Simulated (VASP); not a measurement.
Here is a VASP 6.6.1 calculation.

Contents of INCAR:

```
ALGO     = Normal         # electronic algorithm
EDIFF    = 1E-7           # SCF threshold, eV
ENCUT    = 520            # plane-wave cutoff, eV
GGA      = PE             # functional
ISIF     = 2              # what is computed and relaxed
ISMEAR   = -1             # smearing method
LASPH    = True           # aspherical terms in the spheres
LCHARG   = False          # write CHGCAR
LREAL    = False          # projectors in reciprocal space
LWAVE    = False          # write WAVECAR
NBANDS   = 20             # bands
NELM     = 100            # most SCF steps
PREC     = Accurate       # precision mode
SIGMA    = 0.08           # smearing width, eV
```

KPOINTS

```
k-points
0
Gamma
  13 13 13
```

File POSCAR:

```
Tl
1.0
   -3.0616106038      3.0616106038      1.6359304194
    3.0616106038     -3.0616106038      1.6359304194
    3.0616106038      3.0616106038     -1.6359304194
Tl
2
Direct
   -0.3750000000     -0.1250000000     -0.2500000000
    0.3750000000      0.1250000000      0.2500000000
```

Potentials or basis: VASP PAW PBE potentials, release 64 (Tl_d).

Command:

```bash
$ cat potpaw_PBE.64/Tl_d/POTCAR > POTCAR
$ mpirun -np 1 vasp_std > vasp.out
```

(1) What does it give for the pressure?

(2) Predict the band gap on the k mesh.

Results:

(1) 2.3 GPa.

(2) zero (bands 13 and 14 overlap by 5.35 eV).

Caveat: spin-orbit coupling is left out, which moves the levels of the heavy elements.
